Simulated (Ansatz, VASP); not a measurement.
**SiW3: VASP beside Ansatz**

```
Si W
1.0
    -2.60377    2.60377    2.60377
     2.60377   -2.60377    2.60377
     2.60377    2.60377   -2.60377
Si W
1 3
Direct
  0.00000 0.00000 0.00000
  0.51440 0.51440 0.00000
  0.50000 0.00000 0.50000
  0.00000 0.50000 0.50000
```

Alike in both runs: task single point; functional PBE; k mesh 14 × 14 × 14; occupations gaussian, width 0.15 eV; no spin polarisation.

```csv
,VASP,Ansatz
version,VASP 6.6.1,Ansatz 0.2.0
potentials or method,"VASP PAW PBE potentials, release 64 (Si, W_sv), cutoff 520 eV","scalar-relativistic, plane waves, PAW"
valence electrons in the cell,46,46
```

|  | VASP | Ansatz | Ansatz less VASP |
| --- | --- | --- | --- |
| gap on the k mesh at the Fermi level (eV) | none | none | - |
| pressure (GPa) | 0.5 | 0.2 | -0.35 |
| traceless stress, the component that is largest in VASP (GPa) | 0.61 | 0.61 | -0.006 |
| rms of the force components (eV/Å) | 0.245 | 0.244 | -0.0004 |

Atom by atom the forces differ by 0.001 eV/Å (rms over components). A gap of «none» marks a metal or a gap that the smearing closes. With one functional, cell and mesh, what is left measures potentials, basis and numerics.

Neither program's run includes spin-orbit coupling.
